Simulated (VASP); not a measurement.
Input of a VASP 6.6.1 run:

INCAR

```
SYSTEM = ZnAg
PREC = Accurate ; ENCUT = 520
EDIFF = 1E-8 ; ISMEAR = -1
SIGMA = 0.03 ; LREAL = .FALSE.
LASPH = .TRUE. ; NELM = 60
ALGO = Normal ; ISIF = 2
LWAVE = .FALSE. ; LCHARG = .FALSE.
GGA = CA ; LEFG = .TRUE.
NBANDS = 18
```

KPOINTS

```
regular mesh
0
G
  12 12 12
  0 0 0
```

The input POSCAR:

```
ZnAg
1.0
    3.1560000000      0.0000000000      0.0000000000
    0.0000000000      3.1560000000      0.0000000000
    0.0000000000      0.0000000000      3.1560000000
Zn Ag
1 1
Direct
    0.5000000000      0.5000000000      0.5000000000
    0.0000000000      0.0000000000      0.0000000000
```

Potentials or basis: VASP PAW LDA potentials, release 64 (Zn, Ag).

Command:

```sh
$ cat potpaw_LDA.64/Zn/POTCAR potpaw_LDA.64/Ag/POTCAR > POTCAR
$ mpirun -np 1 vasp_std > vasp.out
```

(1) Estimate the pressure.

(2) Estimate the band gap on the k mesh.

## Answers

(1) -7.7 GPa.

(2) zero (an odd number of electrons rules out a gap without spin polarisation).

Caveat: the cell stands under tension.
